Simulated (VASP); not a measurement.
Runs of VASP 6.6.1 on Re. The structure is that of space group P6/mmm (No. 191), or close to it. The cells are those of the table. This isn't the form of Re at room conditions, which is hcp.

```csv
cell,gap on the mesh (eV),pressure (GPa)
"a = 4.380, b = 4.380, c = 2.744 Å, angles 90.0, 90.0, 120.0°, 3 atoms",none,-1.4
"a = 4.494, b = 4.494, c = 2.816 Å, angles 90.0, 90.0, 120.0°, 3 atoms",none,-23.8
"a = 4.438, b = 4.438, c = 2.780 Å, angles 90.0, 90.0, 120.0°, 3 atoms",none,-13.9
"a = 4.198, b = 4.198, c = 2.630 Å, angles 90.0, 90.0, 120.0°, 3 atoms",none,(a)
"a = 4.549, b = 4.549, c = 2.850 Å, angles 90.0, 90.0, 120.0°, 3 atoms",none,-31.6
"a = 4.321, b = 4.321, c = 2.707 Å, angles 90.0, 90.0, 120.0°, 3 atoms",none,(b)
```

Alike in all rows: task single point; level PBE; potentials or basis VASP PAW PBE potentials, release 64 (Re_sv_GW); no spin polarisation; k mesh 9 × 9 × 13; cutoff (eV) 560; smearing fermi-dirac 0.1 eV.

**Question.** Estimate the missing entries.

**Answer.** (a) 57.3; (b) 14.0.

Caveats: spin-orbit coupling is left out, which moves the levels of the heavy elements; the cell stands under tension (at least some runs); the stress differs along the axes, from 52 to 60 GPa (at least some runs); the cell stands under pressure (at least some runs).

A k mesh can miss the band edges, and the runs leave out spin-orbit coupling on Re.

A gap of «none» marks levels without a gap at the run's occupations.
